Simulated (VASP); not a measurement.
Input of a VASP 6.6.1 run:

INCAR

```
SYSTEM = MgO
PREC = Accurate
ENCUT = 840
EDIFF = 1E-6
ISMEAR = 0
SIGMA = 0.01
LREAL = .FALSE.
LASPH = .TRUE.
NELM = 120
ALGO = Normal
ISIF = 2
LWAVE = .FALSE.
LCHARG = .FALSE.
GGA = PE
NBANDS = 15
GGA_COMPAT = .FALSE.
```

File KPOINTS:

```
Automatic mesh
0
G
  5 5 5
  0 0 0
```

The input POSCAR:

```
MgO
1.0
    0.0000000000      2.1085000000      2.1085000000
    2.1085000000      0.0000000000      2.1085000000
    2.1085000000      2.1085000000      0.0000000000
Mg O
1 1
Direct
    0.0000000000      0.0000000000      0.0000000000
    0.5000000000      0.5000000000      0.5000000000
```

Potentials or basis: VASP PAW PBE potentials, release 64 (Mg_sv, O).

Run with:

```bash
$ cat potpaw_PBE.64/Mg_sv/POTCAR potpaw_PBE.64/O/POTCAR > POTCAR
$ mpirun -np 1 vasp_std > vasp.out
```

Problem. Estimate the pressure.

Solution. 4.2 GPa.

Problem. What does it give for the band gap on the k mesh?

Solution. 4.70 eV.

Caveat: the k points lie up to 0.52 Å⁻¹ apart. PBE gaps usually lie below the measured ones, often by a third to a half.
